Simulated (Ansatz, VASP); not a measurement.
## One calculation of CsO, two programs

INCAR

```
SYSTEM = CsO
ALGO = Normal
EDIFF = 1E-7
ENCUT = 520
ISIF = 2
ISMEAR = -1
LASPH = .TRUE.
LCHARG = .FALSE.
LREAL = .FALSE.
LWAVE = .FALSE.
NBANDS = 23
NELM = 60
PREC = Accurate
SIGMA = 0.03
```

File KPOINTS:

```
k-points
0
G
  6 6 6
  0 0 0
```

File POSCAR:

```
CsO
1.0
   -2.1668547950      3.2186837237      3.7788316351
    2.1668547950     -3.2186837237      3.7788316351
    2.1668547950      3.2186837237     -3.7788316351
Cs O
2 2
Direct
    0.2535603300      0.2535603300      0.0000000000
    0.7464396700      0.7464396700      0.0000000000
    0.6113369600      0.0000000000      0.6113369600
    0.3886630400      0.0000000000      0.3886630400
```

Input for Ansatz:

```yaml
crystal:
  lattice:
    - [-2.166854795, 3.2186837237, 3.7788316351]
    - [2.166854795, -3.2186837237, 3.7788316351]
    - [2.166854795, 3.2186837237, -3.7788316351]
  atoms:
    - { symbol: Cs, position: [0.25356033, 0.25356033, 0.0] }
    - { symbol: Cs, position: [0.74643967, 0.74643967, 0.0] }
    - { symbol: O, position: [0.61133696, 0.0, 0.61133696] }
    - { symbol: O, position: [0.38866304, 0.0, 0.38866304] }
kpoints:
  mp_grid: { grid: [6, 6, 6] }
scf:
  occupations: { method: fermi_dirac, width: 0.03 }
hamiltonian:
  xc: lda
  pseudopotentials: { kind: all_electron, lapw: { basis_error: 0.001 } }
output:
  forces: true
  stress: true
  eigenvalues: true
  populations: true
```

Change from the starting cell: shortest bond scaled by 0.95, LAPW.

Alike in both runs: task single point; functional LDA; k mesh 6 × 6 × 6; occupations fermi-dirac, width 0.03 eV; no spin polarisation.

|  | VASP | Ansatz |
| --- | --- | --- |
| version | VASP 6.6.1 | Ansatz 0.2.0 |
| potentials or method | VASP PAW LDA potentials, release 64 (Cs_sv, O), cutoff 520 eV | all-electron LAPW, scalar-relativistic |

|  | VASP | Ansatz | Ansatz less VASP |
| --- | --- | --- | --- |
| gap on the k mesh at the Fermi level (eV) | 1.35 | 1.34 | -0.013 |
| pressure (GPa) | -2.0 | -2.3 | -0.39 |
| traceless stress, the component that is largest in VASP (GPa) | 1.92 | 1.59 | -0.330 |
| rms of the force components (eV/Å) | 0.476 | 0.351 | -0.1249 |

LDA's correlation is that of Perdew and Zunger in VASP and of Perdew and Wang (1992) in Ansatz. Atom by atom the forces differ by 0.130 eV/Å (rms over components). Ansatz ran all-electron here, and VASP with PAW potentials.

Neither program's run includes spin-orbit coupling.
